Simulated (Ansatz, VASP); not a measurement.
**One calculation of SnO, two programs**

```
Sn O
1.0
     2.69239   -2.69239    0.00000
     2.69239    2.69239    0.00000
     0.00000    0.00000    9.88135
Sn O
4 4
Direct
  0.75009 0.24991 0.86610
  0.24991 0.75009 0.13390
  0.74991 0.25009 0.36610
  0.25009 0.74991 0.63390
  0.24990 0.25010 0.25000
  0.75010 0.74990 0.75000
  0.25010 0.24990 0.75000
  0.74990 0.75010 0.25000
```

Alike in both runs: task single point; functional r2SCAN; k mesh 10 × 10 × 4; occupations gaussian, width 0.03 eV; no spin polarisation.

```csv
,VASP,Ansatz
version,VASP 6.6.1,Ansatz 0.2.0
potentials or method,"VASP PAW PBE potentials, release 64 (Sn_d, O), cutoff 520 eV","scalar-relativistic, plane waves, PAW"
valence electrons in the cell,80,80
```

|  | VASP | Ansatz | Ansatz less VASP |
| --- | --- | --- | --- |
| gap on the k mesh at the Fermi level (eV) | 0.38 | 0.37 | -0.007 |
| least direct gap on the mesh (eV) | 1.98 | 1.99 | +0.012 |
| pressure (GPa) | 0.6 | 0.0 | -0.56 |
| traceless stress, the component that is largest in VASP (GPa) | -0.06 | 0.00 | +0.052 |
| rms of the force components (eV/Å) | 0.060 | 0.001 | -0.0589 |

VASP's potentials were made for PBE, not for r2SCAN. Atom by atom the forces differ by 0.059 eV/Å (rms over components). With one functional, cell and mesh, what is left measures potentials, basis and numerics.
